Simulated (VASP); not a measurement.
# Al5BAs6 (P31m) in VASP: further runs, part 2 of 2

VASP 6.6.1.

**3. Single point, PBE**

This run uses another cell than the first one, of 21.62 Å³/atom.

Input file INCAR:

```
SYSTEM = Al5BAs6
PREC = Accurate
ENCUT = 520
EDIFF = 1E-6
ISMEAR = 0
SIGMA = 0.1
LREAL = .FALSE.
LASPH = .TRUE.
NELM = 80
ALGO = Normal
ISIF = 2
LWAVE = .FALSE.
LCHARG = .FALSE.
GGA = PE
NBANDS = 36
```

Input file KPOINTS:

```
Automatic mesh
0
G
  3 3 4
  0 0 0
```

Input file POSCAR:

```
Al5BAs6
1.0
    6.8089923840      0.0000000000      0.0000000000
   -3.4044961920      5.8967603788      0.0000000000
    0.0000000000      0.0000000000      6.4626429047
Al B As
5 1 6
Direct
    0.6666666667      0.3333333333      0.0022201805
    0.3333333333      0.6666666667      0.0022201805
    0.0000000000      0.3197564743      0.5003699702
    0.6802435257      0.6802435257      0.5003699702
    0.3197564743      0.0000000000      0.5003699702
    0.0000000000      0.0000000000     -0.0016353261
    0.6666666667      0.3333333333      0.3838479567
    0.3333333333      0.6666666667      0.3838479567
    0.0000000000      0.0000000000      0.3279291439
    0.0000000000      0.2943805506      0.8854866857
    0.7056194494      0.7056194494      0.8854866857
    0.2943805506      0.0000000000      0.8854866857
```

Potentials or basis: VASP PAW PBE potentials, release 64 (Al, B, As).

Launch:

```console
$ cat potpaw_PBE.64/Al/POTCAR potpaw_PBE.64/B/POTCAR potpaw_PBE.64/As/POTCAR > POTCAR
$ mpirun -np 1 vasp_std > vasp.out
```

OUTCAR:

```text
SYSTEM = Al5BAs6
   PREC = Accurate
   ENCUT = 520
   EDIFF = 1E-6
   ISMEAR = 0
   LREAL = .FALSE.
   LASPH = .TRUE.
   NELM = 80
   ISIF = 2
   GGA = PE

 ion  position               nearest neighbor table
   1  0.667  0.333  0.002-   7 2.47  10 2.53  12 2.53  11 2.53
   2  0.333  0.667  0.002-   8 2.47  12 2.53  10 2.53  11 2.53
   3  0.000  0.320  0.500-   7 2.44   8 2.44   9 2.45  10 2.49
   4  0.680  0.680  0.500-   8 2.44   7 2.44   9 2.45  11 2.49
   5  0.320  0.000  0.500-   8 2.44   7 2.44   9 2.45  12 2.49
   6  0.000  0.000  0.998-   9 2.13  12 2.13  11 2.13  10 2.13
   7  0.667  0.333  0.384-   3 2.44   5 2.44   4 2.44   1 2.47
   8  0.333  0.667  0.384-   5 2.44   3 2.44   4 2.44   2 2.47
   9  0.000  0.000  0.328-   6 2.13   5 2.45   3 2.45   4 2.45
  10  0.000  0.294  0.885-   6 2.13   3 2.49   1 2.53   2 2.53
  11  0.706  0.706  0.885-   6 2.13   4 2.49   2 2.53   1 2.53
  12  0.294  0.000  0.885-   6 2.13   5 2.49   2 2.53   1 2.53

  LATTYP: Found a hexagonal cell.
 ALAT       =     6.8089923840
 C/A-ratio  =     0.9491335194

  Lattice vectors:

 A1 = (   6.8089923840,   0.0000000000,   0.0000000000)
[... 579 lines left out ...]

------------------------ aborting loop because EDIFF is reached ----------------------------------------

  FORCE on cell =-STRESS in cart. coord.  units (eV):
  Direction    XX          YY          ZZ          XY          YZ          ZX
  --------------------------------------------------------------------------------------
  -------------------------------------------------------------------------------------
  Total        0.4656578      0.4656578      0.6432867      0.0000000      0.0000000      0.0000000
  in kB        2.8752196      2.8752196      3.9719947      0.0000000      0.0000000      0.0000000
  external PRESSURE =       3.2408113 kB  Pullay stress =       0.0000000 kB

 VOLUME and BASIS-vectors are now :
 -----------------------------------------------------------------------------
  energy-cutoff  :      520.00
  volume of cell :      259.48
      direct lattice vectors                 reciprocal lattice vectors
     6.808992384  0.000000000  0.000000000     0.146864608  0.084792321  0.000000000
    -3.404496192  5.896760379  0.000000000     0.000000000  0.169584642  0.000000000
     0.000000000  0.000000000  6.462642905     0.000000000  0.000000000  0.154735456

 POSITION                                       TOTAL-FORCE (eV/Angst)
 -----------------------------------------------------------------------------------
      3.40450      1.96559      0.01435         0.000000      0.000000     -0.027497
     -0.00000      3.93117      0.01435         0.000000      0.000000     -0.027497
     -1.08861      1.88553      3.23371        -0.004866      0.008428      0.016737
      2.31589      4.01123      3.23371        -0.004866     -0.008428      0.016737
      2.17722      0.00000      3.23371         0.009731      0.000000      0.016737
      0.00000      0.00000      6.45207         0.000000      0.000000     -0.005191
      3.40450      1.96559      2.48067         0.000000      0.000000      0.028199
     -0.00000      3.93117      2.48067         0.000000      0.000000      0.028199
      0.00000      0.00000      2.11929         0.000000      0.000000      0.014304
     -1.00222      1.73589      5.72258        -0.003644      0.006311     -0.020242
      2.40228      4.16087      5.72258        -0.003644     -0.006311     -0.020242
      2.00443      0.00000      5.72258         0.007287      0.000000     -0.020242
 -----------------------------------------------------------------------------------
    total drift:                               -0.000000     -0.000000     -0.000245

  FREE ENERGIE OF THE ION-ELECTRON SYSTEM (eV)
  ---------------------------------------------------
  free  energy   TOTEN  =       -57.5162870160 eV

  energy  without entropy=      -57.5162870160  energy(sigma->0) =      -57.51628702
```

stdout:

```text
POSCAR found type information on POSCAR AlB As
 POSCAR found :  3 types and      12 ions
 scaLAPACK will be used
 LDA part: xc-table for (Slater+PW92), standard interpolation
 POSCAR, INCAR and KPOINTS ok, starting setup
 FFT: planning ... GRIDC
 FFT: planning ... GRID_SOFT
 FFT: planning ... GRID
 WAVECAR not read
 entering main loop
```

It took 54 s on 1 thread of Intel Xeon 6975P-C (Granite Rapids), shared host; peak memory 0.4 GiB.

What came out:

* Free energy: -57.5163 eV
* Pressure: 0.3 GPa
* Largest force: 0.028 eV/Å
* Band gap on the k mesh: 1.21 eV (least direct gap 1.28 eV)

Forces in eV/Å, atoms in the order of the input:
```
Al   0.000  0.000 -0.027
Al   0.000  0.000 -0.027
Al  -0.005  0.008  0.017
Al  -0.005 -0.008  0.017
Al   0.010  0.000  0.017
B    0.000  0.000 -0.005
As   0.000  0.000  0.028
As   0.000  0.000  0.028
As   0.000  0.000  0.014
As  -0.004  0.006 -0.020
As  -0.004 -0.006 -0.020
As   0.007  0.000 -0.020
```

Caveat: an odd mesh through Γ misses points on the zone boundary, where band edges can lie.

**4. Single point, PBE**

This run uses another cell than the first one, of 21.67 Å³/atom.

Input file INCAR:

```
  PREC = Accurate
  ENCUT = 520
  EDIFF = 1E-6
  ISMEAR = 0
  SIGMA = 0.02
  LREAL = False
  LASPH = True
  NELM = 60
  ALGO = Normal
  ISIF = 2
  LWAVE = False
  LCHARG = False
  GGA = PE
  NBANDS = 36
```

Input file KPOINTS:

```
Automatic mesh
0
Gamma
  6 6 4
```

Input file POSCAR:

```
Al5BAs6
1.0
    6.8129524692      0.0000000000      0.0000000000
   -3.4064762346      5.9001899131      0.0000000000
    0.0000000000      0.0000000000      6.4691814183
Al B As
5 1 6
Direct
    0.6666666667      0.3333333333      0.0019233799
    0.3333333333      0.6666666667      0.0019233799
    0.0000000000      0.3199143164      0.5005275740
    0.6800856836      0.6800856836      0.5005275740
    0.3199143164      0.0000000000      0.5005275740
    0.0000000000      0.0000000000      0.9984708608
    0.6666666667      0.3333333333      0.3839929230
    0.3333333333      0.6666666667      0.3839929230
    0.0000000000      0.0000000000      0.3281090960
    0.0000000000      0.2942537141      0.8853349251
    0.7057462859      0.7057462859      0.8853349251
    0.2942537141      0.0000000000      0.8853349251
```

Launch:

```console
$ cat potpaw_PBE.64/Al/POTCAR potpaw_PBE.64/B/POTCAR potpaw_PBE.64/As/POTCAR > POTCAR
$ mpirun -np 1 vasp_std > vasp.out
```

Run time: 2 min. Hardware: 1 thread of Intel Xeon 6975P-C (Granite Rapids), shared host; peak memory 0.46 GiB.

It converged, with:

* Free energy: -57.5377 eV
* Pressure: 0.2 GPa
* Largest force: 0.017 eV/Å
* Band gap on the k mesh: 1.21 eV (least direct gap 1.28 eV)

Forces in eV/Å, atoms in the order of the input:
```
Al   0.000  0.000 -0.004
Al   0.000  0.000 -0.004
Al   0.001 -0.002  0.004
Al   0.001  0.002  0.004
Al  -0.002  0.000  0.004
B    0.000  0.000 -0.003
As   0.000  0.000  0.002
As   0.000  0.000  0.002
As   0.000  0.000  0.016
As  -0.008  0.013 -0.006
As  -0.008 -0.013 -0.006
As   0.015  0.000 -0.006
```

Levels at points of the mesh, in eV from the valence-band top:
| k point | band 21 | band 22 | band 23 | band 24 | band 25 | band 26 | band 27 | band 28 |
| --- | --- | --- | --- | --- | --- | --- | --- | --- |
| (0.00, 0.00, 0.00) | -1.13 | -0.22 | 0.00 | 0.00 | 1.28 | 2.02 | 2.02 | 2.08 |
| (0.50, 0.00, 0.00) | -1.21 | -1.07 | -1.07 | -0.89 | 1.46 | 2.69 | 2.97 | 3.13 |
| (0.00, 0.00, 0.50) | -0.79 | -0.79 | -0.47 | -0.47 | 1.71 | 2.15 | 2.57 | 2.57 |
| (0.50, 0.00, 0.50) | -1.74 | -1.62 | -1.58 | -1.55 | 1.63 | 1.81 | 2.50 | 2.84 |

**5. Relaxation of cell and atoms, PBE**

Input file INCAR:

```
SYSTEM = Al5BAs6
  PREC = Accurate
  ENCUT = 600
  EDIFF = 1E-7
  ISMEAR = 0
  SIGMA = 0.1
  LREAL = .FALSE.
  LASPH = .TRUE.
  NELM = 80
  ALGO = Normal
  ISIF = 3
  LWAVE = .FALSE.
  LCHARG = .FALSE.
  GGA = PE
  IBRION = 2
  NSW = 90
  EDIFFG = -0.04
```

Input file KPOINTS:

```
regular mesh
0
G
  3 3 4
  0 0 0
```

Input file POSCAR:

```
Al5BAs6
1.0
    6.5321828800      0.0000000000      0.0000000000
   -3.2660914400      5.6570363200      0.0000000000
    0.0000000000      0.0000000000      6.1981039400
Al B As
5 1 6
Direct
    0.6666666700      0.3333333300      0.0006830000
    0.3333333300      0.6666666700      0.0006830000
    0.0000000000      0.3333333300      0.5006830000
    0.6666666700      0.6666666700      0.5006830000
    0.3333333300      0.0000000000      0.5006830000
    0.0000000000      0.0000000000      0.0006830000
    0.6666666700      0.3333333300      0.3753170100
    0.3333333300      0.6666666700      0.3753170100
    0.0000000000      0.0000000000      0.3753170100
    0.0000000000      0.3333333300      0.8753170100
    0.6666666700      0.6666666700      0.8753170100
    0.3333333300      0.0000000000      0.8753170100
```

Launch:

```console
$ cat potpaw_PBE.64/Al/POTCAR potpaw_PBE.64/B/POTCAR potpaw_PBE.64/As/POTCAR > POTCAR
$ mpirun -np 1 vasp_std > vasp.out
```

Run time: 8.4 min. Hardware: 1 thread of Intel Xeon 6975P-C (Granite Rapids), shared host; peak memory 0.44 GiB.

The run converged. Its results:

- Free energy: -57.5172 eV
- Relaxed volume: 21.73 Å³/atom
- Relaxed cell: a = 6.818 Å, b = 6.818 Å, c = 6.477 Å, α = 90.00°, β = 90.00°, γ = 120.00°
- Space group after relaxing (to 0.1 Å): P31m (No. 157)
- Energy gained by relaxing: 246.0 meV/atom
- Ionic steps: 14
- Pressure after relaxing: 0.0 GPa
- Largest force after relaxing: 0.019 eV/Å
- Band gap on the k mesh: 1.21 eV (least direct gap 1.27 eV)

Forces on the atoms (eV/Å):
```
Al   0.000  0.000  0.001
Al   0.000  0.000  0.001
Al   0.003 -0.006  0.017
Al   0.003  0.006  0.017
Al  -0.006  0.000  0.017
B    0.000  0.000 -0.004
As   0.000  0.000 -0.004
As   0.000  0.000 -0.004
As   0.000  0.000 -0.009
As   0.004 -0.007 -0.011
As   0.004  0.007 -0.011
As  -0.008  0.000 -0.011
```

Stress tensor (GPa, compression positive):
```
-0.02  0.00  0.00
 0.00 -0.02  0.00
 0.00  0.00 -0.10
```

Step by step:
```
step  energy change (eV)  largest force (eV/Å)  pressure (GPa)  volume (Å³)
   1              0.0000                2.9654           15.18       229.04
   2             -1.8197                0.8716           -6.56       294.38
   3             -2.2574                1.4032           -1.96       271.23
   4             -2.6586                0.9287           -1.28       266.61
   5             -2.8902                0.5310            0.32       259.79
   6             -2.8929                0.5085            0.10       260.56
   7             -2.8930                0.5145            0.16       260.35
   8             -2.9354                0.2341           -0.01       260.64
   9             -2.9410                0.1514           -0.08       260.80
  10             -2.9467                0.1573            0.05       260.35
  11             -2.9475                0.1132            0.01       260.47
  12             -2.9499                0.0742            0.02       260.47
  13             -2.9516                0.0840            0.03       260.47
  14             -2.9524                0.0185           -0.05       260.76
```

Final structure:
```xyz
12
Lattice="6.8184 0.0000 0.0000 -3.4092 5.9049 0.0000 0.0000 0.0000 6.4766" Properties=species:S:1:pos:R:3 pbc="T T T"
Al    3.4092    1.9683    0.0129
Al    0.0000    3.9366    0.0129
Al    5.7272    1.8900    3.2407
Al    2.3180    4.0149    3.2407
Al    2.1823    0.0000    3.2407
B     0.0000    0.0000    6.4671
As    3.4092    1.9683    2.4870
As    0.0000    3.9366    2.4870
As    0.0000    0.0000    2.1268
As    5.8144    1.7390    5.7340
As    2.4052    4.1659    5.7340
As    2.0080    0.0000    5.7340
```

Levels at points of the mesh, in eV from the valence-band top:
```tsv
k point	band 22	band 23	band 24	band 25	band 26	band 27
(0.00, 0.00, 0.00)	-0.21	0.00	0.00	1.27	2.03	2.03
(0.00, 0.00, 0.50)	-0.79	-0.47	-0.47	1.71	2.15	2.56
```

Caveat: an odd mesh through Γ misses points on the zone boundary, where band edges can lie.

**6. Summary**

```tsv
task	cell	k mesh	cutoff (eV)	smearing	gap on the mesh (eV)	pressure (GPa)	largest force (eV/Å)
single point	a = 6.532, b = 6.532, c = 6.198 Å, angles 90.0, 90.0, 120.0°, 12 atoms, atomic positions A	3 × 3 × 4	520	gaussian 0.1 eV	0.90	15.2	2.97
single point	a = 6.809, b = 6.809, c = 6.463 Å, angles 90.0, 90.0, 120.0°, 12 atoms, atomic positions B	3 × 3 × 4	520	gaussian 0.1 eV	1.21	0.3	0.03
single point	a = 6.813, b = 6.813, c = 6.469 Å, angles 90.0, 90.0, 120.0°, 12 atoms, atomic positions B	6 × 6 × 4	520	gaussian 0.02 eV	1.21	0.2	0.02
relaxation of cell and atoms	relaxed from a = 6.532, b = 6.532, c = 6.198 Å, angles 90.0, 90.0, 120.0°, 12 atoms, atomic positions A	3 × 3 × 4	600	gaussian 0.1 eV	1.21	0.0	0.02
```

Alike in all rows: level PBE; potentials or basis VASP PAW PBE potentials, release 64 (Al, B, As); no spin polarisation.

Caveats: an odd mesh through Γ misses points on the zone boundary, where band edges can lie (at least some runs); the cell stands under pressure (at least some runs); forces of over 1 eV/Å act on the atoms, so gaps and moduli don't describe the material at rest (at least some runs).

Total energies depend on the potentials used, so only differences within one code and one set of settings carry meaning.
